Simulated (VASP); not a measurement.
# Ta2N (P-3m1) in VASP: a series of runs, part 2 of 2

VASP 6.6.1.

**4. Single point, PBEsol (engineering shear strain xy +0.0000, normal strain along z -0.0700)**

Contents of INCAR:

```
SYSTEM = Ta2N
  ALGO = Normal
  EDIFF = 1E-6
  ENCUT = 700
  GGA = PS
  GGA_COMPAT = .FALSE.
  ISIF = 2
  ISMEAR = 0
  LASPH = .TRUE.
  LCHARG = .FALSE.
  LREAL = .FALSE.
  LWAVE = .FALSE.
  NBANDS = 22
  NELM = 120
  PREC = Accurate
  SIGMA = 0.15
```

Contents of KPOINTS:

```
k-points
0
G
  15 15 8
  0 0 0
```

Contents of POSCAR:

```
Ta2N
1.0
    3.0782595490      0.0000000000      0.0000000000
   -1.5391297745      2.6658509688      0.0000000000
    0.0000000000      0.0000000000      4.4862576314
Ta N
2 1
Direct
    0.6666666667      0.3333333333      0.7463700642
    0.3333333333      0.6666666667      0.2536299358
    0.0000000000      0.0000000000      0.0000000000
```

Potentials or basis: VASP PAW PBE potentials, release 64 (Ta_sv_GW, N).

Command:

```bash
$ cat potpaw_PBE.64/Ta_sv_GW/POTCAR potpaw_PBE.64/N/POTCAR > POTCAR
$ mpirun -np 1 vasp_std > vasp.out
```

OUTCAR:

```text
SYSTEM = Ta2N
   EDIFF = 1E-6
   ENCUT = 700
   GGA = PS
   ISIF = 2
   ISMEAR = 0
   LASPH = .TRUE.
   LREAL = .FALSE.
   NELM = 120
   PREC = Accurate

 ion  position               nearest neighbor table
   1  0.667  0.333  0.746-   3 2.11   3 2.11   3 2.11   2 2.84   2 2.84   2 2.84   2 2.89   2 2.89
                             2 2.89
   2  0.333  0.667  0.254-   3 2.11   3 2.11   3 2.11   1 2.84   1 2.84   1 2.84   1 2.89   1 2.89
                             1 2.89
   3  0.000  0.000  0.000-   1 2.11   2 2.11   2 2.11   1 2.11   1 2.11   2 2.11

  LATTYP: Found a hexagonal cell.
 ALAT       =     3.0782595490
 C/A-ratio  =     1.4574007032

  Lattice vectors:

 A1 = (   3.0782595490,   0.0000000000,   0.0000000000)
 A2 = (  -1.5391297745,   2.6658509688,   0.0000000000)
 A3 = (   0.0000000000,   0.0000000000,   4.4862576314)

Analysis of symmetry for initial positions (statically):
=====================================================================
 Subroutine PRICEL returns:
 Original cell was already a primitive cell.

 Routine SETGRP: Setting up the symmetry group for a
 hexagonal supercell.

 Subroutine GETGRP returns: Found 12 space group operations
 (whereof 12 operations were pure point group operations)
 out of a pool of 24 trial point group operations.

The static configuration has the point symmetry D_3d.

Analysis of symmetry for dynamics (positions and initial velocities):
=====================================================================
 Subroutine PRICEL returns:
 Original cell was already a primitive cell.

 Routine SETGRP: Setting up the symmetry group for a
 hexagonal supercell.

 Subroutine GETGRP returns: Found 12 space group operations
 (whereof 12 operations were pure point group operations)
 out of a pool of 24 trial point group operations.

The dynamic configuration has the point symmetry D_3d.
[... 116 lines left out ...]
   ISMEAR =     0;   SIGMA  =   0.15  broadening in eV -4-tet -1-fermi 0-gaus
   EFERMI_NEDOS =   21; number of points for ismear=-14 and -15
   IALGO  =     38    algorithm
   IMIX   =      4    mixing-type and parameters
     AMIX     =   0.40;   BMIX     =  1.00
     AMIX_MAG =   1.60;   BMIX_MAG =  1.00
  volume/ion in A,a.u.               =      12.27        82.81
  Fermi-wavevector in a.u.,A,eV,Ry     =   1.545920  2.921365 32.516128  2.389868
  Thomas-Fermi vector in A             =   2.651230
   LORBIT       =      0    0 simple, 1 ext, 2 COOP (PROOUT), +10 PAW based schemes
   GGA     = PS    functional components
   LHFCALC =     F    Hartree Fock is set to
   AEXX    =    0.0000 exact exchange contribution
   IVDW    =     0    specifies the selected vdW correction
   LEPSILON=     F    determine dielectric tensor
   LRPA    =     F    only Hartree local field effects (RPA)
 non-spin polarized calculation
 Gauss-broadening in eV      SIGMA  =   0.15
  energy-cutoff  :      700.00
  volume of cell :       36.82
 maximum number of plane-waves:      1584
 NGX is ok and might be reduce to    28
   NGX = 13   NGY = 13   NGZ = 19

 number of electron      30.9999998 magnetization

 Free energy of the ion-electron system (eV)
  ---------------------------------------------------
  ext. energy  EPLUGINS =         0.00000000
  ---------------------------------------------------
  free energy    TOTEN  =       -41.22624086 eV

  energy without entropy =      -41.21673730  energy(sigma->0) =      -41.22148908

 E-fermi :  13.1224     XC(G=0): -13.9512

 val. band max:       13.1093836406   @ k =   0.4667   0.0667   0.3750
 cond. band min:      13.1311203463   @ k =   0.0667   0.0667   0.1250
 fundamental gap:      0.0217367057
 Fermi energy:        13.1223780005

 k-point     1 :       0.0000    0.0000    0.0000
  band No.  band energies     occupation
      1     -55.1831      2.00000
      2     -55.0230      2.00000
      3     -22.5127      2.00000
      4     -21.5197      2.00000
      5     -21.5197      2.00000
      6     -21.2747      2.00000
[... 589 lines left out ...]
     21      18.1015      0.00000
     22      20.1528      0.00000

 [... further k-points ...]

------------------------ aborting loop because EDIFF is reached ----------------------------------------

  FORCE on cell =-STRESS in cart. coord.  units (eV):
  Direction    XX          YY          ZZ          XY          YZ          ZX
  --------------------------------------------------------------------------------------
  -------------------------------------------------------------------------------------
  Total        4.4582127      4.4582127      9.2330147      0.0000000      0.0000000      0.0000000
  in kB      194.0198022    194.0198022    401.8174536      0.0000000      0.0000000      0.0000000
  external PRESSURE =     263.2856860 kB  Pullay stress =       0.0000000 kB

 VOLUME and BASIS-vectors are now :
 -----------------------------------------------------------------------------
  energy-cutoff  :      700.00
  volume of cell :       36.82
      direct lattice vectors                 reciprocal lattice vectors
     3.078259549  0.000000000  0.000000000     0.324858896  0.187557371  0.000000000
    -1.539129775  2.665850969  0.000000000     0.000000000  0.375114743  0.000000000
     0.000000000  0.000000000  4.486257631     0.000000000  0.000000000  0.222902937

 POSITION                                       TOTAL-FORCE (eV/Angst)
 -----------------------------------------------------------------------------------
      1.53913      0.88862      3.34841        -0.000000      0.000000      0.075306
     -0.00000      1.77723      1.13785         0.000000      0.000000     -0.075306
      0.00000      0.00000      0.00000        -0.000000      0.000000      0.000000
 -----------------------------------------------------------------------------------
    total drift:                                0.000000     -0.000000     -0.000000

  FREE ENERGIE OF THE ION-ELECTRON SYSTEM (eV)
  ---------------------------------------------------
  free  energy   TOTEN  =       -41.2262408645 eV

  energy  without entropy=      -41.2167372974  energy(sigma->0) =      -41.22148908
```

OSZICAR:

```text
N       E                     dE             d eps       ncg     rms          rms(c)
DAV:   1     0.305550555091E+03    0.30555E+03   -0.22515E+04  8464   0.179E+03
DAV:   2    -0.254025950399E+02   -0.33095E+03   -0.31682E+03 10710   0.457E+02
DAV:   3    -0.449140851212E+02   -0.19511E+02   -0.19216E+02 11498   0.110E+02
DAV:   4    -0.454967457076E+02   -0.58266E+00   -0.58229E+00 10742   0.162E+01
DAV:   5    -0.455035177030E+02   -0.67720E-02   -0.67701E-02 11832   0.180E+00    0.106E+02
DAV:   6    -0.416006873692E+02    0.39028E+01   -0.15798E+01 10994   0.257E+01    0.763E+01
DAV:   7    -0.415842524433E+02    0.16435E-01   -0.52794E+00  9468   0.156E+01    0.375E+00
DAV:   8    -0.412305655428E+02    0.35369E+00   -0.12092E+00 10272   0.733E+00    0.565E+00
DAV:   9    -0.412272030986E+02    0.33624E-02   -0.11781E-01  9536   0.249E+00    0.320E+00
DAV:  10    -0.412264316741E+02    0.77142E-03   -0.39674E-03 10410   0.473E-01    0.222E+00
DAV:  11    -0.412264457790E+02   -0.14105E-04   -0.87951E-04 10240   0.291E-01    0.161E+00
DAV:  12    -0.412262807741E+02    0.16500E-03   -0.16274E-03 11430   0.332E-01    0.118E+00
DAV:  13    -0.412262451219E+02    0.35652E-04   -0.10196E-04 10478   0.760E-02    0.364E-01
DAV:  14    -0.412262421976E+02    0.29244E-05   -0.15053E-05  8496   0.256E-02    0.232E-02
DAV:  15    -0.412262409340E+02    0.12636E-05   -0.83440E-06  9762   0.190E-02    0.611E-02
DAV:  16    -0.412262408645E+02    0.69465E-07   -0.37038E-07  5168   0.496E-03
   1 F= -.41226241E+02 E0= -.41221489E+02  d E =-.950357E-02
```

Run time: 2.6 min. Hardware: 1 thread of AMD EPYC 9R14 (Zen 4), shared host; peak memory 0.34 GiB.

What came out:

- Free energy: -41.2262 eV
- Pressure: 26.3 GPa
- Largest force: 0.075 eV/Å
- Band gap on the k mesh: zero (an odd number of electrons rules out a gap without spin polarisation)

Forces in eV/Å, atoms in the order of the input:
```
Ta   0.000  0.000  0.075
Ta   0.000  0.000 -0.075
N    0.000  0.000  0.000
```

Stress tensor (GPa, compression positive):
```
19.40  0.00  0.00
 0.00 19.40  0.00
 0.00  0.00 40.18
```

Caveat: the cell differs from its parent crystal (engineering shear strain xy +0.0000, normal strain along z -0.0700); the stress differs along the axes, from 19 to 40 GPa; the PAW data sets were made with another functional, which shifts forces and pressure a little; spin-orbit coupling is left out, which moves the levels of the heavy elements.

**5. Overview**

| cell | gap on the mesh (eV) | pressure (GPa) | largest force (eV/Å) |
| --- | --- | --- | --- |
| a = 3.078, b = 3.078, c = 4.571 Å, angles 90.0, 90.0, 120.0°, 3 atoms | none | 18.7 | 0.04 |
| a = 3.078, b = 3.078, c = 4.655 Å, angles 90.0, 90.0, 120.0°, 3 atoms | none | 11.9 | 0.01 |
| a = 3.078, b = 3.078, c = 4.486 Å, angles 90.0, 90.0, 120.0°, 3 atoms | none | 26.3 | 0.08 |

Alike in all rows: task single point; level PBEsol; potentials or basis VASP PAW PBE potentials, release 64 (Ta_sv_GW, N); no spin polarisation; k mesh 15 × 15 × 8; cutoff (eV) 700; smearing gaussian 0.15 eV.

Caveats: the PAW data sets were made with another functional, which shifts forces and pressure a little; spin-orbit coupling is left out, which moves the levels of the heavy elements; the stress differs along the axes, from 14 to 28 GPa (at least some runs); the stress differs along the axes, from 9 to 18 GPa (at least some runs); the stress differs along the axes, from 19 to 40 GPa (at least some runs).

Absolute energies hang on the potentials; compare differences alone.

The gap in the log of VASP goes by the Fermi energy; the results here count the filled bands.